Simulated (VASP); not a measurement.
A run of VASP 6.6.1 is set up as follows.

The input INCAR:

```
SYSTEM = AlN
ALGO = Normal
EDIFF = 1E-8
ENCUT = 520
GGA = CA
ISIF = 2
ISMEAR = -1
LASPH = .TRUE.
LCHARG = .FALSE.
LEFG = .TRUE.
LREAL = .FALSE.
LWAVE = .FALSE.
NBANDS = 11
NELM = 100
PREC = Accurate
SIGMA = 0.02
```

The input KPOINTS:

```
k-points
0
G
  10 10 10
  0 0 0
```

Contents of POSCAR:

```
AlN
1.0
    0.0000000000      1.9647244322      1.9647244322
    1.9647244322      0.0000000000      1.9647244322
    1.9647244322      1.9647244322      0.0000000000
Al N
1 1
Direct
    0.0000000000      0.0000000000      0.0000000000
    0.5000000000      0.5000000000      0.5000000000
```

Potentials or basis: VASP PAW LDA potentials, release 64 (Al, N).

Run with:

```bash
$ cat potpaw_LDA.64/Al/POTCAR potpaw_LDA.64/N/POTCAR > POTCAR
$ mpirun -np 1 vasp_std > vasp.out
```

Question: What does it give for the band gap on the k mesh?

Answer: 5.03 eV, indirect (least direct gap 7.07 eV).

Question: Predict the pressure.

Answer: 20.1 GPa.

Caveat: without QUAD_EFG the Cq values of the log hold for a quadrupole moment of 1 mb, not for the nuclei. A k mesh can miss the band edges.
